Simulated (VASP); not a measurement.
# Mg3CdTe4 (P1) in VASP: relaxation of cell and atoms with PBE

Aim: the relaxation of cell and atoms of Mg3CdTe4 with PBE.

Program: VASP 6.6.1. These are calculated values, not measurements. Logs are shortened: lines on timing, memory, paths and dates and some standing lists are left out, and cuts for length are marked.

## 1. The cell of the first run

The typed cell holds 8 atoms: a = 4.726 Å, b = 4.534 Å, c = 13.029 Å, α = 88.46°, β = 91.28°, γ = 90.05°.

## 2. Relaxation of cell and atoms, PBE

INCAR reads:

```
ALGO = Normal ; EDIFF = 1E-6
EDIFFG = -0.025 ; ENCUT = 600
GGA = PE ; IBRION = 2
ISIF = 3 ; ISMEAR = 0
LASPH = True ; LCHARG = False
LREAL = False ; LWAVE = False
NELM = 80 ; NSW = 80
PREC = Accurate ; SIGMA = 0.1
```

KPOINTS reads:

```
k-points
0
Gamma
  4 4 1
```

POSCAR reads:

```
Mg3CdTe4
1.0
    4.7255517545     -0.0016304981     -0.0522250017
   -0.0016304981      4.5334980675      0.0616609969
   -0.1467989675      0.1733225538     13.0271368631
Mg Cd Te
3 1 4
Direct
    0.5237777896      0.5250183170      0.2483811040
   -0.0282263164     -0.0498508706      0.4876618638
    0.4964154296      0.5017579336      0.7556435120
   -0.0094506180      0.0139297252      0.0038872059
    0.5111520505     -0.0444401857      0.3754023229
    0.0115163913      0.5351954361      0.6139552725
    0.5050183475      0.0181807444      0.8678686166
   -0.0102030742      0.5002089000      0.1472001023
```

Potentials or basis: VASP PAW PBE potentials, release 64 (Mg, Cd, Te).

Run with:

```
$ cat potpaw_PBE.64/Mg/POTCAR potpaw_PBE.64/Cd/POTCAR potpaw_PBE.64/Te/POTCAR > POTCAR
$ mpirun -np 1 vasp_std > vasp.out
```

OUTCAR:

```text
EDIFF = 1E-6
   EDIFFG = -0.025
   ENCUT = 600
   GGA = PE
   IBRION = 2
   ISIF = 3
   ISMEAR = 0
   LASPH = True
   LREAL = False
   NELM = 80
   NSW = 80
   PREC = Accurate

 ion  position               nearest neighbor table
   1  0.524  0.525  0.248-   5 2.59   8 2.60   8 2.82   5 3.03
   2  0.972  0.950  0.488-   6 2.47   5 2.60   5 2.97   6 3.16
   3  0.496  0.502  0.756-   7 2.60   7 2.79   6 2.91   6 3.09
   4  0.991  0.014  0.004-   7 2.87   8 2.93   8 2.95   7 3.04
   5  0.511  0.956  0.375-   1 2.59   2 2.60   2 2.97   1 3.03
   6  0.012  0.535  0.614-   2 2.47   3 2.91   3 3.09   2 3.16
   7  0.505  0.018  0.868-   3 2.60   3 2.79   4 2.87   4 3.04
   8  0.990  0.500  0.147-   1 2.60   1 2.82   4 2.93   4 2.95

  LATTYP: Found a triclinic cell.
 ALAT       =    13.0291168348
 B/A-ratio  =     0.3479834996
 C/A-ratio  =     0.3627138103
 COS(alpha) =     0.0008548782
 COS(beta)  =     0.0223201590
 COS(gamma) =     0.0269034008

  Lattice vectors:

 A1 = (  -0.1467989675,   0.1733225538,  13.0271368631)
 A2 = (  -0.0016304981,   4.5334980675,   0.0616609969)
 A3 = (  -4.7255517545,   0.0016304981,   0.0522250017)

Analysis of symmetry for initial positions (statically):
=====================================================================
 Subroutine PRICEL returns:
 Original cell was already a primitive cell.

 Routine SETGRP: Setting up the symmetry group for a
 triclinic supercell.

 Subroutine GETGRP returns: Found  1 space group operations
 (whereof  1 operations were pure point group operations)
 out of a pool of  2 trial point group operations.

The static configuration has the point symmetry C_1 .

Analysis of symmetry for dynamics (positions and initial velocities):
=====================================================================
 Subroutine PRICEL returns:
 Original cell was already a primitive cell.

 Routine SETGRP: Setting up the symmetry group for a
 triclinic supercell.

 Subroutine GETGRP returns: Found  1 space group operations
 (whereof  1 operations were pure point group operations)
 out of a pool of  2 trial point group operations.

The dynamic configuration has the point symmetry C_1 .

 Subroutine INISYM returns: Found  1 space group operations
 (whereof  1 operations are pure point group operations),
 and found     1 'primitive' translations

----------------------------------------------------------------------------------------

                                     Primitive cell
[... 91 lines left out ...]
   NSW    =     80    number of steps for IOM
   IBRION =      2    ionic relax: 0-MD 1-quasi-New 2-CG
   NFREE  =      1    steps in history (QN), initial steepest desc. (CG)
   ISIF   =      3    stress and relaxation
   ISYM   =      2    0-nonsym 1-usesym 2-fastsym
   POTIM  = 0.5000    time-step for ionic-motion
   TEBEG  =    0.0;   TEEND  =   0.0 temperature during run
   PSTRESS=    0.0 pullay stress
   NELECT =      42.0000    total number of electrons
   NUPDOWN=      -1.0000    fix difference up-down
   EMIN   =  10.00;   EMAX   =-10.00  energy-range for DOS
   EFERMI =   0.00;   METHOD = LEGACY
   ISMEAR =     0;   SIGMA  =   0.10  broadening in eV -4-tet -1-fermi 0-gaus
   EFERMI_NEDOS =   21; number of points for ismear=-14 and -15
   IALGO  =     38    algorithm
   IMIX   =      4    mixing-type and parameters
     AMIX     =   0.40;   BMIX     =  1.00
     AMIX_MAG =   1.60;   BMIX_MAG =  1.00
  volume/ion in A,a.u.               =      34.87       235.35
  Fermi-wavevector in a.u.,A,eV,Ry     =   0.870878  1.645720 10.319040  0.758428
  Thomas-Fermi vector in A             =   1.989906
   LORBIT       =      0    0 simple, 1 ext, 2 COOP (PROOUT), +10 PAW based schemes
   GGA     = PE    functional components
   LHFCALC =     F    Hartree Fock is set to
   AEXX    =    0.0000 exact exchange contribution
   IVDW    =     0    specifies the selected vdW correction
   LEPSILON=     F    determine dielectric tensor
   LRPA    =     F    only Hartree local field effects (RPA)
 conjugate gradient relaxation of ions
 non-spin polarized calculation
 Gauss-broadening in eV      SIGMA  =   0.10
  energy-cutoff  :      600.00
  volume of cell :      279.00
 maximum number of plane-waves:      9360
 NGX is ok and might be reduce to    40
   NGX = 19   NGY = 19   NGZ = 53

--------------------------------------- Ionic step        1  -------------------------------------------

 number of electron      41.9999998 magnetization

 Free energy of the ion-electron system (eV)
  ---------------------------------------------------
  ext. energy  EPLUGINS =         0.00000000
  ---------------------------------------------------
  free energy    TOTEN  =       -22.85193063 eV

  energy without entropy =      -22.85193063  energy(sigma->0) =      -22.85193063

------------------------ aborting loop because EDIFF is reached ----------------------------------------

  FORCE on cell =-STRESS in cart. coord.  units (eV):
  Direction    XX          YY          ZZ          XY          YZ          ZX
  --------------------------------------------------------------------------------------
  -------------------------------------------------------------------------------------
  Total        0.7792944      4.9258894      2.7117005     -0.5491880     -2.3639935      1.4293801
  in kB        4.4751740     28.2873982     15.5722038     -3.1537653    -13.5754624      8.2083540
  external PRESSURE =      16.1115920 kB  Pullay stress =       0.0000000 kB
[... 107 lines left out ...]
  FREE ENERGIE OF THE ION-ELECTRON SYSTEM (eV)
  ---------------------------------------------------
  free  energy   TOTEN  =       -23.6208045798 eV

  energy  without entropy=      -23.6208045798  energy(sigma->0) =      -23.62080458

[... ionic steps 4 to 17 ...]

--------------------------------------- Ionic step       18  -------------------------------------------

 number of electron      42.0000000 magnetization

------------------------ aborting loop because EDIFF is reached ----------------------------------------
[... 79 lines left out ...]
--------------------------------------- Ionic step       20  -------------------------------------------

 number of electron      42.0000000 magnetization

 Free energy of the ion-electron system (eV)
  ---------------------------------------------------
  ext. energy  EPLUGINS =         0.00000000
  ---------------------------------------------------
  free energy    TOTEN  =       -23.95924593 eV

  energy without entropy =      -23.95924593  energy(sigma->0) =      -23.95924593

 E-fermi :   2.2164     XC(G=0):  -7.8982

 val. band max:        1.7674832855   @ k =   0.0000   0.0000   0.0000
 cond. band min:       3.5304239533   @ k =   0.0000   0.0000   0.0000
 fundamental gap:      1.7629406678
 Fermi energy:         2.2163679696

 k-point     1 :       0.0000    0.0000    0.0000
  band No.  band energies     occupation
      1      -8.5548      2.00000
      2      -8.2928      2.00000
      3      -8.1920      2.00000
      4      -7.8380      2.00000
      5      -5.9163      2.00000
      6      -5.9130      2.00000
[... 314 lines left out ...]
  FREE ENERGIE OF THE ION-ELECTRON SYSTEM (eV)
  ---------------------------------------------------
  free  energy   TOTEN  =       -23.9592459300 eV

  energy  without entropy=      -23.9592459299  energy(sigma->0) =      -23.95924593

 reached required accuracy - stopping structural energy minimisation
```

OSZICAR:

```text
N       E                     dE             d eps       ncg     rms          rms(c)
DAV:   1     0.227433235273E+03    0.22743E+03   -0.17078E+04   520   0.144E+03
DAV:   2    -0.644754760545E+01   -0.23388E+03   -0.22800E+03   644   0.241E+02
DAV:   3    -0.236215898951E+02   -0.17174E+02   -0.17143E+02   620   0.669E+01
[... 183 lines left out ...]
DAV:   1    -0.239591828899E+02   -0.32505E-03   -0.81384E-02   524   0.147E+00    0.917E-02
DAV:   2    -0.239592797391E+02   -0.96849E-04   -0.18647E-03   648   0.222E-01    0.423E-02
DAV:   3    -0.239592583904E+02    0.21349E-04   -0.41815E-05   648   0.386E-02    0.333E-02
DAV:   4    -0.239592454027E+02    0.12988E-04   -0.29638E-05   640   0.318E-02    0.932E-03
DAV:   5    -0.239592459300E+02   -0.52721E-06   -0.64196E-06   656   0.138E-02
  20 F= -.23959246E+02 E0= -.23959246E+02  d E =-.388074E-03
```

CONTCAR:

```text
Mg3CdTe4
   1.00000000000000
     4.6497315828861483   -0.0018967214430894    0.0006858512229645
    -0.0017937631614445    4.6433257707388380    0.0021538026322800
     0.0022461089698945    0.0050643457632096   12.9537057197033540
  Mg              Cd              Te
     3     1     4
Direct
     0.5020927550413065    0.4966552920515684    0.2523721647587984
     0.9976857165323980    0.9963047181022614    0.5004284979024421
     0.5005744571205788    0.5037720892693210    0.7474579851349604
     0.9992074202094676    0.0037064943497887    0.9994000970042993
     0.4982810436043245    0.9971934313007513    0.3766051012138416
     0.0003373587456065    0.4964157066107063    0.6240807396249681
     0.4997534821727212    0.0033499032209366    0.8701491437796068
     0.0020677664735886    0.5026023650946588    0.1295062705810836

  0.00000000E+00  0.00000000E+00  0.00000000E+00
  0.00000000E+00  0.00000000E+00  0.00000000E+00
  0.00000000E+00  0.00000000E+00  0.00000000E+00
  0.00000000E+00  0.00000000E+00  0.00000000E+00
  0.00000000E+00  0.00000000E+00  0.00000000E+00
  0.00000000E+00  0.00000000E+00  0.00000000E+00
  0.00000000E+00  0.00000000E+00  0.00000000E+00
  0.00000000E+00  0.00000000E+00  0.00000000E+00
```

It took 33 min on 1 thread of AMD EPYC 7R43 (Zen 3), shared host; peak memory 0.46 GiB.

Results:

| Quantity | Value |
| --- | --- |
| Free energy | -23.9592 eV |
| Relaxed volume | 34.96 Å³/atom |
| Relaxed cell | a = 4.650 Å, b = 4.643 Å, c = 12.954 Å, α = 89.95°, β = 89.98°, γ = 90.05° |
| Space group after relaxing (to 0.05 Å) | Pm (No. 6) |
| Energy gained by relaxing | 138.4 meV/atom |
| Ionic steps | 20 |
| Pressure after relaxing | 0.0 GPa |
| Largest force after relaxing | 0.024 eV/Å |
| Band gap on the k mesh | 1.76 eV, direct |

Forces on the atoms (eV/Å):
```
Mg  -0.004  0.019  0.007
Mg   0.009  0.003 -0.019
Mg  -0.003 -0.012 -0.003
Cd   0.007 -0.007  0.022
Te   0.004 -0.006 -0.006
Te  -0.001  0.018  0.001
Te  -0.003 -0.007  0.007
Te  -0.009 -0.006 -0.009
```

The path:
```
step  energy change (eV)  largest force (eV/Å)  pressure (GPa)  volume (Å³)
   1              0.0000                2.6820            1.61       279.00
   2             -0.7345                0.8595           -1.10       293.28
   3             -0.7689                0.8013           -1.64       297.94
   4             -0.9907                0.6532           -0.45       284.16
   5             -1.0268                0.6128            0.43       276.50
   6             -1.0692                0.3046            0.15       278.24
   7             -1.0722                0.2070            0.08       278.83
   8             -1.0871                0.1293           -0.08       280.09
   9             -1.0919                0.1312           -0.22       281.28
  10             -1.0985                0.1155            0.07       278.90
  11             -1.0992                0.1104            0.19       277.91
  12             -1.1036                0.0547            0.06       278.98
  13             -1.1041                0.0702           -0.02       279.57
  14             -1.1055                0.0355           -0.04       279.76
  15             -1.1055                0.0333           -0.05       279.79
  16             -1.1062                0.0273            0.04       279.09
  17             -1.1063                0.0280            0.08       278.80
  18             -1.1069                0.0280            0.01       279.31
  19             -1.1069                0.0330           -0.03       279.70
  20             -1.1073                0.0244           -0.03       279.67
```

Final structure:
```xyz
8
Lattice="4.6497 -0.0019 0.0007 -0.0018 4.6433 0.0022 0.0022 0.0051 12.9537" Properties=species:S:1:pos:R:3 pbc="T T T"
Mg    2.3343    2.3065    3.2706
Mg    4.6383    4.6268    6.4852
Mg    2.3283    2.3420    9.6838
Cd    4.6483    0.0204   12.9466
Te    2.3159    4.6313    4.8809
Te    0.0021    2.3082    8.0852
Te    2.3257    0.0190   11.2720
Te    0.0090    2.3344    1.6787
```

Caveat: the k points lie up to 0.49 Å⁻¹ apart in the final cell; spin-orbit coupling is left out, which moves the levels of the heavy elements.
